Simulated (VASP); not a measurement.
Wanted: the native input for a VASP 6.6.1 run.

```
Task                   : relaxation of cell and atoms
Functional             : LDA
Potentials or basis    : VASP PAW LDA potentials, release 64 (Mg)
Cutoff                 : 600 eV
k mesh                 : 16 × 16 × 16
Occupations            : fermi-dirac, width 0.05 eV
Spin                   : no spin polarisation
Dipole correction      : no
Further INCAR settings : ALGO = Normal; EDIFF = 1e-07; IBRION = 2; EDIFFG = -0.005; NSW = 60; ISIF = 3
```

The structure of Mg lies in POSCAR:

```
Mg
1.0
    0.0000000000      2.2106235486      2.2106235486
    2.2106235486      0.0000000000      2.2106235486
    2.2106235486      2.2106235486      0.0000000000
Mg
1
Direct
    0.0000000000      0.0000000000      0.0000000000
```

This isn't the form of Mg at room conditions, which is hcp.

One way to write it, as run:

INCAR

```
SYSTEM = Mg
PREC = Accurate
ENCUT = 600
EDIFF = 1E-7
ISMEAR = -1
SIGMA = 0.05
LREAL = .False.
LASPH = .True.
NELM = 80
ALGO = Normal
ISIF = 3
LWAVE = .False.
LCHARG = .False.
IBRION = 2
NSW = 60
EDIFFG = -0.005
```

KPOINTS

```
regular mesh
0
Gamma
  16 16 16
  0 0 0
```

Potentials or basis: VASP PAW LDA potentials, release 64 (Mg).

The run is started by

```bash
$ cat potpaw_LDA.64/Mg/POTCAR > POTCAR
$ mpirun -np 1 vasp_std > vasp.out
```

Results of the run:

The pressure after relaxing is 0.0 GPa. The band gap on the k mesh is zero (bands 1 and 2 overlap by 2.80 eV).

Caveat: the relaxation stopped at its first step, so nothing moved.

It took 20 s on 1 thread of Intel(R) Xeon(R) Platinum 8259CL CPU @ 2.50GHz (Skylake/Cascade Lake), on a shared host, peak memory 0.15 GiB.
